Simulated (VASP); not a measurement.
**Li: single point with LDA**

Li:

```
CELL_PARAMETERS angstrom
3.11410 0.00000 0.00000
1.55705 2.69689 0.00000
1.55705 0.89896 2.54265
ATOMIC_POSITIONS crystal
Li 0.00000 0.00000 0.00000
```

```yaml
Program: VASP 6.6.1
Task: single point
Functional: LDA
Potentials_or_basis: VASP PAW LDA potentials, release 64 (Li_sv)
Cutoff: 520 eV
k_mesh: 9 × 9 × 9
Occupations: fermi-dirac, width 0.01 eV
Spin: collinear spin, ferromagnetic start
Starting_moments: "[0.04] μB"
```

| Item | Value |
| --- | --- |
| Net moment | 0.07 μB per cell |
| Valence electrons inside the program's atomic spheres | Li 2.08 |

Levels at points of the mesh, in eV from the Fermi level:
Spin up:
```tsv
k point	band 1	band 2	band 3	band 4	band 5
(0.00, 0.00, 0.00)	-45.88	-3.64	13.40	13.40	13.40
```
Spin down:
```tsv
k point	band 1	band 2	band 3	band 4	band 5	band 6
(0.00, 0.00, 0.00)	-45.86	-3.51	13.50	13.50	13.50	17.56
```

Run time: 5.2 s on 1 thread of Intel(R) Xeon(R) 6975P-C (Granite Rapids) (shared host), peak memory 0.12 GiB.
